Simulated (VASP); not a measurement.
# Nb (Fm-3m) in VASP: notebook

The runs below take Nb through single point, with r2SCAN.

Program: VASP 6.6.1. These are calculated values, not measurements. Logs are shortened: lines on timing, memory, paths and dates and some standing lists are left out, and cuts for length are marked.

### Step 1. The cell of the first run

Symmetry: Fm-3m, No. 225, cubic system. Conventional cell: a = 4.099 Å, b = 4.099 Å, c = 4.099 Å, α = 90.00°, β = 90.00°, γ = 90.00°. Nb (site symmetry m-3m) has 12 Nb at 2.90 Å within 3.8 Å.

This isn't the form of Nb at room conditions, which is bcc.

### Step 2. Single point, r2SCAN (17.22 Å³/atom)

File POSCAR:

```
Nb
1.0
    0.0000000000      2.0495162343      2.0495162343
    2.0495162343      0.0000000000      2.0495162343
    2.0495162343      2.0495162343      0.0000000000
Nb
1
Direct
    0.0000000000      0.0000000000      0.0000000000
```

File INCAR.step1:

```
PREC     = Accurate       # precision mode
ENCUT    = 520            # plane-wave cutoff, eV
ISMEAR   = -1             # smearing method
SIGMA    = 0.1            # smearing width, eV
LREAL    = False          # projectors in reciprocal space
LASPH    = True           # aspherical terms in the spheres
NELM     = 60             # most SCF steps
NBANDS   = 12             # bands
GGA      = PE             # functional
ALGO     = Normal         # electronic algorithm
EDIFF    = 1E-4           # SCF threshold, eV
LWAVE    = True           # write WAVECAR
LCHARG   = False          # write CHGCAR
```

File INCAR.step2:

```
PREC     = Accurate       # precision mode
ENCUT    = 520            # plane-wave cutoff, eV
EDIFF    = 1E-6           # SCF threshold, eV
ISMEAR   = -1             # smearing method
SIGMA    = 0.1            # smearing width, eV
LREAL    = False          # projectors in reciprocal space
LASPH    = True           # aspherical terms in the spheres
NELM     = 60             # most SCF steps
ALGO     = Normal         # electronic algorithm
ISIF     = 2              # what is computed and relaxed
LWAVE    = False          # write WAVECAR
LCHARG   = False          # write CHGCAR
METAGGA  = R2SCAN         # meta-GGA
LMIXTAU  = True         
NBANDS   = 12             # bands
ISTART   = 1
```

File KPOINTS:

```
regular mesh
0
Gamma
  14 14 14
```

Potentials or basis: VASP PAW PBE potentials, release 64 (Nb_sv).

Started as:

```bash
cat potpaw_PBE.64/Nb_sv/POTCAR > POTCAR
cp INCAR.step1 INCAR
mpirun -np 1 vasp_std > vasp.out
cp INCAR.step2 INCAR
mpirun -np 1 vasp_std > vasp.out
```

OUTCAR:

```text
PREC = Accurate
   ENCUT = 520
   EDIFF = 1E-6
   ISMEAR = -1
   LREAL = False
   LASPH = True
   NELM = 60
   ISIF = 2
   METAGGA = R2SCAN
   ISTART = 1

 ion  position               nearest neighbor table
   1  0.000  0.000  0.000-

  LATTYP: Found a face centered cubic cell.
 ALAT       =     4.0990324686

  Lattice vectors:

 A1 = (   0.0000000000,   2.0495162343,   2.0495162343)
 A2 = (   2.0495162343,   0.0000000000,   2.0495162343)
 A3 = (   2.0495162343,   2.0495162343,   0.0000000000)

Analysis of symmetry for initial positions (statically):
=====================================================================
 Subroutine PRICEL returns:
 Original cell was already a primitive cell.

 Routine SETGRP: Setting up the symmetry group for a
 face centered cubic supercell.

 Subroutine GETGRP returns: Found 48 space group operations
 (whereof 48 operations were pure point group operations)
 out of a pool of 48 trial point group operations.

The static configuration has the point symmetry O_h .

Analysis of symmetry for dynamics (positions and initial velocities):
=====================================================================
 Subroutine PRICEL returns:
 Original cell was already a primitive cell.

 Routine SETGRP: Setting up the symmetry group for a
 face centered cubic supercell.

 Subroutine GETGRP returns: Found 48 space group operations
 (whereof 48 operations were pure point group operations)
 out of a pool of 48 trial point group operations.

The dynamic configuration has the point symmetry O_h .

 Subroutine INISYM returns: Found 48 space group operations
 (whereof 48 operations are pure point group operations),
 and found     1 'primitive' translations

----------------------------------------------------------------------------------------

                                     Primitive cell

  volume of cell :      17.2181

  direct lattice vectors                    reciprocal lattice vectors
     0.000000000  2.049516234  2.049516234    -0.243960010  0.243960010  0.243960010
     2.049516234  0.000000000  2.049516234     0.243960010 -0.243960010  0.243960010
     2.049516234  2.049516234  0.000000000     0.243960010  0.243960010 -0.243960010

  length of vectors
     2.898453655  2.898453655  2.898453655     0.422551131  0.422551131  0.422551131

  position of ions in fractional coordinates (direct lattice)
     0.000000000  0.000000000  0.000000000

  ion indices of the primitive-cell ions
   primitive index   ion index
                 1           1

----------------------------------------------------------------------------------------

 KPOINTS: regular mesh

Automatic generation of k-mesh.
 Grid dimensions read from file:
 generate k-points for:   14   14   14

 Generating k-lattice:

  Cartesian coordinates                     Fractional coordinates (reciprocal lattice)
    -0.017425715  0.017425715  0.017425715     0.071428571  0.000000000  0.000000000
     0.017425715 -0.017425715  0.017425715     0.000000000  0.071428571  0.000000000
     0.017425715  0.017425715 -0.017425715     0.000000000  0.000000000  0.071428571

  Length of vectors
     0.030182224  0.030182224  0.030182224

  Shift w.r.t. Gamma in fractional coordinates (k-lattice)
     0.000000000  0.000000000  0.000000000

 Subroutine IBZKPT returns following result:
 ===========================================

 Found    104 irreducible k-points:

 Following reciprocal coordinates:
            Coordinates               Weight
  0.000000  0.000000  0.000000      1.000000
  0.071429  0.000000  0.000000      8.000000
  0.142857  0.000000  0.000000      8.000000
  0.214286  0.000000  0.000000      8.000000
  0.285714  0.000000  0.000000      8.000000
  0.357143  0.000000  0.000000      8.000000
[... 16 lines left out ...]
  0.214286  0.142857  0.000000     24.000000
  0.285714  0.142857  0.000000     24.000000
 [... further k-points ...]
   k-points           NKPTS =    104   k-points in BZ     NKDIM =    104   number of bands    NBANDS=     12
   number of dos      NEDOS =    301   number of ions     NIONS =      1
   total plane-waves  NPLWV =  13824
   dimension x,y,z NGX =    24 NGY =   24 NGZ =   24
   dimension x,y,z NGXF=    48 NGYF=   48 NGZF=   48
   ions per type =               1
   NGX,Y,Z   is equivalent  to a cutoff of  13.77, 13.77, 13.77 a.u.
   NGXF,Y,Z  is equivalent  to a cutoff of  27.53, 27.53, 27.53 a.u.
 SYSTEM =  unknown system
   PREC   = accura    normal or accurate (medium, high low for compatibility)
   ISTART =      1    job   : 0-new  1-cont  2-samecut
   ICHARG =      0    charge: 1-file 2-atom 10-const
   ISPIN  =      1    spin polarized calculation?
   LNONCOLLINEAR =      F non collinear calculations
   LSORBIT =      F    spin-orbit coupling
   LASPH  =      T    aspherical Exc in radial PAW
   ENCUT  =  520.0 eV  38.22 Ry    6.18 a.u.   5.39  5.39  5.39*2*pi/ulx,y,z
   NELM   =     60;   NELMIN=  2; NELMDL=  0     # of ELM steps
   EDIFF  = 0.1E-05   stopping-criterion for ELM
   LREAL  =      F    real-space projection
   EDIFFG = 0.1E-04   stopping-criterion for IOM
   NSW    =      0    number of steps for IOM
   IBRION =     -1    ionic relax: 0-MD 1-quasi-New 2-CG
   NFREE  =      0    steps in history (QN), initial steepest desc. (CG)
   ISIF   =      2    stress and relaxation
   ISYM   =      2    0-nonsym 1-usesym 2-fastsym
   POTIM  = 0.5000    time-step for ionic-motion
   TEBEG  =    0.0;   TEEND  =   0.0 temperature during run
   PSTRESS=    0.0 pullay stress
   NELECT =      13.0000    total number of electrons
   NUPDOWN=      -1.0000    fix difference up-down
   EMIN   =  10.00;   EMAX   =-10.00  energy-range for DOS
   EFERMI =   0.00;   METHOD = LEGACY
   ISMEAR =    -1;   SIGMA  =   0.10  broadening in eV -4-tet -1-fermi 0-gaus
   EFERMI_NEDOS =   21; number of points for ismear=-14 and -15
   IALGO  =     38    algorithm
   IMIX   =      4    mixing-type and parameters
     AMIX     =   0.40;   BMIX     =  1.00
     AMIX_MAG =   1.60;   BMIX_MAG =  1.00
  volume/ion in A,a.u.               =      17.22       116.19
  Fermi-wavevector in a.u.,A,eV,Ry     =   1.490715  2.817043 30.235286  2.222231
  Thomas-Fermi vector in A             =   2.603462
   LORBIT       =      0    0 simple, 1 ext, 2 COOP (PROOUT), +10 PAW based schemes
   METAGGA = R2SCAN    functional components
   LHFCALC =     F    Hartree Fock is set to
   AEXX    =    0.0000 exact exchange contribution
   IVDW    =     0    specifies the selected vdW correction
   LEPSILON=     F    determine dielectric tensor
   LRPA    =     F    only Hartree local field effects (RPA)
 non-spin polarized calculation
  energy-cutoff  :      520.00
  volume of cell :       17.22
 maximum number of plane-waves:       483
 NGX is ok and might be reduce to    24
   NGX = 11   NGY = 11   NGZ = 11

 number of electron      12.9999999 magnetization

 Free energy of the ion-electron system (eV)
  ---------------------------------------------------
  ext. energy  EPLUGINS =         0.00000000
  ---------------------------------------------------
  free energy    TOTEN  =       -24.46636885 eV

  energy without entropy =      -24.42206885  energy(sigma->0) =      -24.44421885

 E-fermi :  12.2210     XC(G=0): -13.8808

 val. band max:       12.2190379153   @ k =  -0.3571   0.2143   0.0714
 cond. band min:      12.2241777643   @ k =   0.3571   0.2143   0.0000
 fundamental gap:      0.0051398490
 Fermi energy:        12.2210233102

 k-point     1 :       0.0000    0.0000    0.0000
  band No.  band energies     occupation
      1     -44.3277      2.00000
      2     -18.7689      2.00000
      3     -18.7689      2.00000
      4     -18.7689      2.00000
      5       5.4306      2.00000
      6      12.2844      0.69327
      7      12.2844      0.69327
      8      12.2844      0.69327
      9      15.4361      0.00000
     10      15.4361      0.00000
     11      24.5214      0.00000
     12      30.1682      0.00000

 k-point     2 :       0.0714    0.0000    0.0000
  band No.  band energies     occupation
      1     -44.3133      2.00000
      2     -18.8579      2.00000
      3     -18.7795      2.00000
      4     -18.7795      2.00000
      5       5.6503      2.00000
      6      12.1020      1.53354
      7      12.3851      0.32480
      8      12.3851      0.32480
      9      15.3388      0.00000
     10      15.3388      0.00000
     11      24.9758      0.00000
     12      29.2753      0.00000

 k-point     3 :       0.1429    0.0000    0.0000
  band No.  band energies     occupation
      1     -44.2726      2.00000
      2     -19.1028      2.00000
      3     -18.8090      2.00000
      4     -18.8090      2.00000
      5       6.2558      2.00000
      6      11.6898      1.99019
      7      12.6194      0.03656
      8      12.6194      0.03656
      9      15.1637      0.00000
     10      15.1637      0.00000
     11      26.0502      0.00000
     12      27.8832      0.00000
[... 286 lines left out ...]
 k-point    23 :       0.2143    0.1429    0.0000
  band No.  band energies     occupation
      1     -44.2099      2.00000
      2     -19.3154      2.00000
      3     -18.9363      2.00000
      4     -18.9233      2.00000
      5       7.1572      2.00000
      6      10.7691      2.00000
      7      13.0562      0.00047
      8      13.3155      0.00004
      9      14.0374      0.00000
     10      15.9874      0.00000
     11      27.8395      0.00000
     12      28.3726      0.00000

 k-point    24 :       0.2857    0.1429    0.0000
  band No.  band energies     occupation
      1     -44.1518      2.00000
      2     -19.6169      2.00000
      3     -18.9895      2.00000
      4     -18.9742      2.00000
      5       7.8967      2.00000
      6      10.5218      2.00000
      7      12.5119      0.10343
      8      13.4437      0.00001
      9      14.8630      0.00000
     10      16.3831      0.00000
     11      26.9078      0.00000
     12      29.4610      0.00000

 [... further k-points ...]
[... 5 lines left out ...]
  --------------------------------------------------------------------------------------
  -------------------------------------------------------------------------------------
  Total        1.6919759      1.6919759      1.6919759      0.0000000     -0.0000000      0.0000000
  in kB      157.4420293    157.4420293    157.4420293      0.0000000     -0.0000000      0.0000000
  external PRESSURE =     157.4420293 kB  Pullay stress =       0.0000000 kB

 VOLUME and BASIS-vectors are now :
 -----------------------------------------------------------------------------
  energy-cutoff  :      520.00
  volume of cell :       17.22
      direct lattice vectors                 reciprocal lattice vectors
     0.000000000  2.049516234  2.049516234    -0.243960010  0.243960010  0.243960010
     2.049516234  0.000000000  2.049516234     0.243960010 -0.243960010  0.243960010
     2.049516234  2.049516234  0.000000000     0.243960010  0.243960010 -0.243960010

 POSITION                                       TOTAL-FORCE (eV/Angst)
 -----------------------------------------------------------------------------------
      0.00000      0.00000      0.00000        -0.000000     -0.000000     -0.000000
 -----------------------------------------------------------------------------------
    total drift:                               -0.000000      0.000000      0.000000

  FREE ENERGIE OF THE ION-ELECTRON SYSTEM (eV)
  ---------------------------------------------------
  free  energy   TOTEN  =       -24.4663688468 eV

  energy  without entropy=      -24.4220688479  energy(sigma->0) =      -24.44421885
```

It took 90 s on 1 thread of Intel Xeon 8259CL, shared host; peak memory 0.15 GiB.

Results:

```yaml
Free_energy: -24.4664 eV
Pressure: 15.7 GPa
Band_gap_on_the_k_mesh: zero (an odd number of electrons rules out a gap without spin polarisation)
```

Caveat: the cell stands under pressure; the PAW data sets were made with another functional, which shifts forces and pressure a little.

(Continued in part 2 of 2.)
